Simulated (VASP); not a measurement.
# Sn (Fd-3m) in VASP: settings compared, part 2 of 2

VASP 6.6.1. Earlier steps stand in the parts before.

## (4) Elastic constants, LDA

INCAR reads:

```
  PREC = Accurate
  ENCUT = 600
  EDIFF = 1E-8
  ISMEAR = -1
  SIGMA = 0.05
  LREAL = F
  LASPH = T
  NELM = 80
  ALGO = Normal
  ISIF = 3
  LWAVE = F
  LCHARG = F
  NBANDS = 21
  IBRION = 6
  NFREE = 2
  POTIM = 0.015
  NSW = 1
```

KPOINTS reads:

```
regular mesh
0
Gamma
  5 5 5
```

POSCAR reads:

```
Sn
1.0
    0.0000000000      3.2333428000      3.2333428000
    3.2333428000      0.0000000000      3.2333428000
    3.2333428000      3.2333428000      0.0000000000
Sn
2
Direct
    0.7500000000      0.7500000000      0.7500000000
    0.5000000000      0.5000000000      0.5000000000
```

Potentials or basis: VASP PAW LDA potentials, release 64 (Sn_d).

On the command line:

```sh
> cat potpaw_LDA.64/Sn_d/POTCAR > POTCAR
> mpirun -np 1 vasp_std > vasp.out
```

OUTCAR:

```text
PREC = Accurate
   ENCUT = 600
   EDIFF = 1E-8
   ISMEAR = -1
   LREAL = F
   LASPH = T
   NELM = 80
   ISIF = 3
   IBRION = 6
   NFREE = 2
   POTIM = 0.015
   NSW = 1

 ion  position               nearest neighbor table
   1  0.750  0.750  0.750-   2 2.80   2 2.80   2 2.80   2 2.80
   2  0.500  0.500  0.500-   1 2.80   1 2.80   1 2.80   1 2.80

  LATTYP: Found a face centered cubic cell.
 ALAT       =     6.4666856000

  Lattice vectors:

 A1 = (   0.0000000000,   3.2333428000,   3.2333428000)
 A2 = (   3.2333428000,   0.0000000000,   3.2333428000)
 A3 = (   3.2333428000,   3.2333428000,   0.0000000000)

Analysis of symmetry for initial positions (statically):
=====================================================================
 Subroutine PRICEL returns:
 Original cell was already a primitive cell.

 Routine SETGRP: Setting up the symmetry group for a
 face centered cubic supercell.

 Subroutine GETGRP returns: Found 48 space group operations
 (whereof 24 operations were pure point group operations)
 out of a pool of 48 trial point group operations.

The static configuration has the point symmetry T_d .
 The point group associated with its full space group is O_h .

Analysis of symmetry for dynamics (positions and initial velocities):
=====================================================================
 Subroutine PRICEL returns:
 Original cell was already a primitive cell.

 Routine SETGRP: Setting up the symmetry group for a
 face centered cubic supercell.

 Subroutine GETGRP returns: Found 48 space group operations
 (whereof 24 operations were pure point group operations)
 out of a pool of 48 trial point group operations.

The dynamic configuration has the point symmetry T_d .
 The point group associated with its full space group is O_h .

 Subroutine INISYM returns: Found 48 space group operations
 (whereof 24 operations are pure point group operations),
 and found     1 'primitive' translations

----------------------------------------------------------------------------------------

                                     Primitive cell

  volume of cell :      67.6060

  direct lattice vectors                    reciprocal lattice vectors
     0.000000000  3.233342800  3.233342800    -0.154638723  0.154638723  0.154638723
     3.233342800  0.000000000  3.233342800     0.154638723 -0.154638723  0.154638723
     3.233342800  3.233342800  0.000000000     0.154638723  0.154638723 -0.154638723

  length of vectors
     4.572637240  4.572637240  4.572637240     0.267842124  0.267842124  0.267842124

  position of ions in fractional coordinates (direct lattice)
[... 213 lines left out ...]
  FREE ENERGIE OF THE ION-ELECTRON SYSTEM (eV)
  ---------------------------------------------------
  free  energy   TOTEN  =        -8.8569970322 eV

  energy  without entropy=       -8.8529863573  energy(sigma->0) =       -8.85499169

[... ionic steps 4 to 12 ...]

--------------------------------------- Ionic step       13  -------------------------------------------

 number of electron      28.0000004 magnetization

------------------------ aborting loop because EDIFF is reached ----------------------------------------
[... 67 lines left out ...]
--------------------------------------- Ionic step       15  -------------------------------------------

 number of electron      28.0000004 magnetization

 Free energy of the ion-electron system (eV)
  ---------------------------------------------------
  ext. energy  EPLUGINS =         0.00000000
  ---------------------------------------------------
  free energy    TOTEN  =        -8.86206286 eV

  energy without entropy =       -8.85820932  energy(sigma->0) =       -8.86013609

 E-fermi :   5.4122     XC(G=0):  -9.2334

 val. band max:        5.0326322624   @ k =   0.2000   0.0000   0.0000
 cond. band min:       5.4552109929   @ k =   0.0000   0.4000   0.0000
 fundamental gap:      0.4225787305
 Fermi energy:         5.4121969214

 k-point     1 :       0.0000    0.0000    0.0000
  band No.  band energies     occupation
      1     -16.1410      2.00000
      2     -16.1357      2.00000
      3     -16.1300      2.00000
      4     -16.0729      2.00000
      5     -16.0729      2.00000
      6     -15.7535      2.00000
[... 565 lines left out ...]
     20      14.0312      0.00000
     21      16.1219      0.00000

 [... further k-points ...]
[... 5 lines left out ...]
  --------------------------------------------------------------------------------------
  -------------------------------------------------------------------------------------
  Total        0.1708671      0.1746719      0.1746719     -0.0000000      0.1498616      0.0000000
  in kB        4.0493348      4.1395042      4.1395042     -0.0000000      3.5515326      0.0000000
  external PRESSURE =       4.1094478 kB  Pullay stress =       0.0000000 kB
[... 17 lines left out ...]
  FREE ENERGIE OF THE ION-ELECTRON SYSTEM (eV)
  ---------------------------------------------------
  free  energy   TOTEN  =        -8.8620628615 eV

  energy  without entropy=       -8.8582093157  energy(sigma->0) =       -8.86013609

 INTERNAL STRAIN TENSORS FROM STRAINED CELLS
 ============================================

 INTERNAL STRAIN TENSOR FOR ION    1 for displacements in x,y,z  (eV/Angst):
          X           Y           Z          XY          YZ          ZX
  --------------------------------------------------------------------------------
  x    -0.00000    -0.00000    -0.00000    -0.00000    -9.88200     0.00000
  y    -0.00000    -0.00000    -0.00000     0.00000     0.00000    -9.88133
  z    -0.00000    -0.00000     0.00000    -9.88445     0.00000     0.00000

 INTERNAL STRAIN TENSORS FROM DISPLACED ATOMS
 ============================================

 INTERNAL STRAIN TENSOR FOR ION    1 for displacements in x,y,z  (eV/Angst):
          X           Y           Z          XY          YZ          ZX
  --------------------------------------------------------------------------------
  x    -0.00000     0.00000     0.00000     0.00000    -9.99418     0.00000
  y     0.00000    -0.00000     0.00000    -0.00000     0.00000    -9.99418
  z     0.00000     0.00000    -0.00000    -9.99418     0.00000     0.00000

 INTERNAL STRAIN TENSOR FOR ION    2 for displacements in x,y,z  (eV/Angst):
          X           Y           Z          XY          YZ          ZX
  --------------------------------------------------------------------------------
  x     0.00000     0.00000     0.00000     0.00000     9.99418    -0.00000
  y     0.00000     0.00000     0.00000     0.00000     0.00000     9.99418
  z     0.00000     0.00000     0.00000     9.99418    -0.00000     0.00000

 Eigenvectors and eigenvalues of the dynamical matrix
 ----------------------------------------------------

   1 f  =    5.572891 THz    35.015505 2PiTHz  185.891623 cm-1    23.047613 meV
             X         Y         Z           dx          dy          dz
      4.850014  4.850014  4.850014     0.000000   -0.707107    0.000000
      3.233343  3.233343  3.233343     0.000000    0.707107    0.000000
[... 21 lines left out ...]
   6 f  =    0.000000 THz     0.000000 2PiTHz    0.000000 cm-1     0.000000 meV
             X         Y         Z           dx          dy          dz
      4.850014  4.850014  4.850014     0.000000    0.000000    0.707107
      3.233343  3.233343  3.233343     0.000000    0.000000    0.707107

--------------------------------------------------------------------------------------------------------

 ELASTIC MODULI CONTR FROM IONIC RELAXATION (kBar)
 Direction    XX          YY          ZZ          XY          YZ          ZX
 --------------------------------------------------------------------------------
 XX          -0.0000      0.0000      0.0000      0.0000     -0.0000      0.0000
 YY           0.0000     -0.0000      0.0000     -0.0000      0.0000     -0.0000
 ZZ           0.0000      0.0000     -0.0000     -0.0000      0.0000      0.0000
 XY           0.0000     -0.0000     -0.0000   -313.8359      0.0000     -0.0000
 YZ          -0.0000      0.0000      0.0000      0.0000   -313.8359      0.0000
 ZX           0.0000     -0.0000      0.0000     -0.0000      0.0000   -313.8359
 --------------------------------------------------------------------------------

 TOTAL ELASTIC MODULI (kBar)
 Direction    XX          YY          ZZ          XY          YZ          ZX
 --------------------------------------------------------------------------------
 XX         690.2973    355.6447    355.6447      0.0000     -0.0000      0.0000
 YY         355.6447    690.2973    355.6447     -0.0000      0.0000     -0.0000
 ZZ         355.6447    355.6447    690.2973     -0.0000      0.0000     -0.0000
 XY           0.0000     -0.0000     -0.0000    113.1319      0.0000     -0.0000
 YZ          -0.0000      0.0000      0.0000      0.0000    113.1319      0.0000
 ZX           0.0000     -0.0000     -0.0000     -0.0000      0.0000    113.1319
 --------------------------------------------------------------------------------
```

OSZICAR:

```text
N       E                     dE             d eps       ncg     rms          rms(c)
DAV:   1     0.236677187229E+03    0.23668E+03   -0.15750E+04   425   0.213E+03
DAV:   2     0.182995280710E+02   -0.21838E+03   -0.21464E+03   420   0.481E+02
DAV:   3    -0.809802923027E+01   -0.26398E+02   -0.26254E+02   495   0.148E+02
DAV:   4    -0.896866558938E+01   -0.87064E+00   -0.87030E+00   455   0.303E+01
[... 182 lines left out ...]
DAV:   3    -0.886208485228E+01   -0.35508E-04   -0.78080E-04  1367   0.259E-01    0.523E-02
DAV:   4    -0.886206392597E+01    0.20926E-04   -0.75805E-05  1723   0.947E-02    0.997E-03
DAV:   5    -0.886206295042E+01    0.97555E-06   -0.68524E-06  1469   0.224E-02    0.201E-03
DAV:   6    -0.886206287001E+01    0.80416E-07   -0.76423E-07  1497   0.110E-02    0.738E-04
DAV:   7    -0.886206286154E+01    0.84701E-08   -0.59420E-08  1217   0.194E-03
  15 F= -.88620629E+01 E0= -.88601361E+01  d E =-.385355E-02
```

Run time: 9.7 min. Hardware: 1 thread of Intel Xeon Platinum 8488C (Sapphire Rapids), shared host; peak memory 0.24 GiB.

Results:

```
Elastic constants C11, C12, C44 : 69, 36, 11 GPa
Voigt bulk modulus              : 47 GPa
Highest phonon frequency at Γ   : 186 cm⁻¹
```

Phonon frequencies in cm⁻¹ (negative: imaginary):
| q point | frequencies |
| --- | --- |
| (0.000, 0.000, 0.000) | 0 0 0 186 186 186 |

Elastic tensor in Voigt notation (GPa, in the Cartesian axes of the cell as first typed):
```
69 36 36  0  0  0
36 69 36  0  0  0
36 36 69  0  0  0
 0  0  0 11  0  0
 0  0  0  0 11  0
 0  0  0  0  0 11
```

Clamped-ion elastic tensor (GPa):
```
69 36 36  0  0  0
36 69 36  0  0  0
36 36 69  0  0  0
 0  0  0 43  0  0
 0  0  0  0 43  0
 0  0  0  0  0 43
```

Caveat: spin-orbit coupling is left out, which moves the levels of the heavy elements.
